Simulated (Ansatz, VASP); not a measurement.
Two plane-wave programs on GaN

Contents of INCAR:

```
SYSTEM = GaN
PREC = Accurate
ENCUT = 520
EDIFF = 1E-7
ISMEAR = 0
SIGMA = 0.1
LREAL = .False.
LASPH = .True.
NELM = 100
ALGO = Normal
ISIF = 2
LWAVE = .False.
LCHARG = .False.
GGA = PE
NBANDS = 66
```

The input KPOINTS:

```
regular mesh
0
Gamma
  4 4 2
  0 0 0
```

POSCAR

```
GaN
1.0
    1.5818166056     -2.7397867291      0.0000000000
   -4.7454498166     -2.7397867291      0.0000000000
    0.0000000000      0.0000000000     -7.4392964952
Ga N
6 6
Direct
    0.5000000000      1.0000000000      0.8333333333
    0.0000000000      0.5000000000      0.8333333333
    0.7500000000      0.7500000000      0.1666666667
    0.2500000000      0.2500000000      0.1666666667
    0.2500000000      0.7500000000      0.5000000000
    0.7500000000      0.2500000000      0.5000000000
    0.7500000000      0.7500000000      0.6666666667
    0.2500000000      0.2500000000      0.6666666667
    0.2500000000      0.7500000000      1.0000000000
    0.7500000000      0.2500000000      1.0000000000
    0.5000000000      1.0000000000      0.3333333333
    0.0000000000      0.5000000000      0.3333333333
```

Input for Ansatz:

```yaml
crystal:
  lattice:
    - [1.5818166056, -2.7397867291, 0.0]
    - [-4.7454498166, -2.7397867291, 0.0]
    - [0.0, 0.0, -7.4392964952]
  atoms:
    - { symbol: Ga, position: [0.5, 1.0, 0.8333333333] }
    - { symbol: Ga, position: [0.0, 0.5, 0.8333333333] }
    - { symbol: Ga, position: [0.75, 0.75, 0.1666666667] }
    - { symbol: Ga, position: [0.25, 0.25, 0.1666666667] }
    - { symbol: Ga, position: [0.25, 0.75, 0.5] }
    - { symbol: Ga, position: [0.75, 0.25, 0.5] }
    - { symbol: "N", position: [0.75, 0.75, 0.6666666667] }
    - { symbol: "N", position: [0.25, 0.25, 0.6666666667] }
    - { symbol: "N", position: [0.25, 0.75, 1.0] }
    - { symbol: "N", position: [0.75, 0.25, 1.0] }
    - { symbol: "N", position: [0.5, 1.0, 0.3333333333] }
    - { symbol: "N", position: [0.0, 0.5, 0.3333333333] }
basis:
  ecutwfc: 420
kpoints:
  mp_grid: { grid: [4, 4, 2] }
hamiltonian:
  xc: pbe
scf:
  occupations: { method: gaussian, width: 0.1 }
  lower_state_search: "off"
output:
  forces: true
  stress: true
  eigenvalues: true
```

Alike in both runs: task single point; functional PBE; k mesh 4 × 4 × 2; occupations gaussian, width 0.1 eV; no spin polarisation.

|  | VASP | Ansatz |
| --- | --- | --- |
| version | VASP 6.6.1 | Ansatz 0.2.0 |
| potentials or method | VASP PAW PBE potentials, release 64 (Ga_d, N), cutoff 520 eV | scalar-relativistic, plane waves, PAW |
| valence electrons in the cell | 108 | 108 |

```tsv
	VASP	Ansatz	Ansatz less VASP
gap on the k mesh at the Fermi level (eV)	1.19	1.19	-0.001
least direct gap on the mesh (eV)	1.19	1.19	-0.001
pressure (GPa)	0.2	-0.1	-0.27
traceless stress, the component that is largest in VASP (GPa)	-0.28	-0.27	+0.008
rms of the force components (eV/Å)	0.003	0.004	+0.0001
```

Atom by atom the forces differ by 0.000 eV/Å (rms over components). The functional is the same, so the differences come from potentials, cutoffs and numerics.

The k mesh is coarse, so the values compare programs but aren't converged.
